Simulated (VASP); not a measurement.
Here is a VASP 6.6.1 calculation.

INCAR

```
SYSTEM = FeO
PREC = Accurate ; ENCUT = 600
EDIFF = 1E-6 ; ISMEAR = -1
SIGMA = 0.05 ; LREAL = .False.
LASPH = .True. ; NELM = 200
ALGO = Normal ; ISIF = 2
LWAVE = .False. ; LCHARG = .True.
ISPIN = 2 ; MAGMOM = 3 0
LORBIT = 11 ; LMAXMIX = 4
GGA = PE ; LELF = .True.
LVHAR = .True. ; NBANDS = 22
GGA_COMPAT = .False.
```

Contents of KPOINTS:

```
Automatic mesh
0
Gamma
  10 10 9
  0 0 0
```

File POSCAR:

```
FeO
1.0
    2.9411060159      0.0000000000      0.0000000000
   -1.4705530029      2.5470725286      0.0000000000
    0.0000000000      0.0000000000      2.8703737510
Fe O
1 1
Direct
    0.0000000000      0.0000000000      0.0000000000
    0.6666666667      0.3333333333      0.5000000000
```

Potentials or basis: VASP PAW PBE potentials, release 64 (Fe_sv, O).

Command:

```bash
$ cat potpaw_PBE.64/Fe_sv/POTCAR potpaw_PBE.64/O/POTCAR > POTCAR
$ mpirun -np 1 vasp_std > vasp.out
```

**Question.** What does it give for the pressure?

**Answer.** -17.7 GPa.

**Question.** Predict the net moment.

**Answer.** 4.00 μB per cell.

**Question.** What does it give for the band gap on the k mesh?

**Answer.** Zero (filled and empty bands overlap).

**Question.** Predict the site moments.

**Answer.** Fe +3.48; O +0.34 μB.

Stress tensor (GPa, compression positive):
```
-15.58   0.00   0.00
  0.00 -15.58   0.00
  0.00   0.00 -22.05
```

Caveat: a cell with one magnetic atom can't hold antiferromagnetic order, which such compounds often take; semilocal functionals often make such compounds metallic where correlation or magnetic order opens a gap, which also shifts bond lengths. With open d or f shells a metallic result of PBE can be an artefact of self-interaction; +U or a hybrid may open a gap.
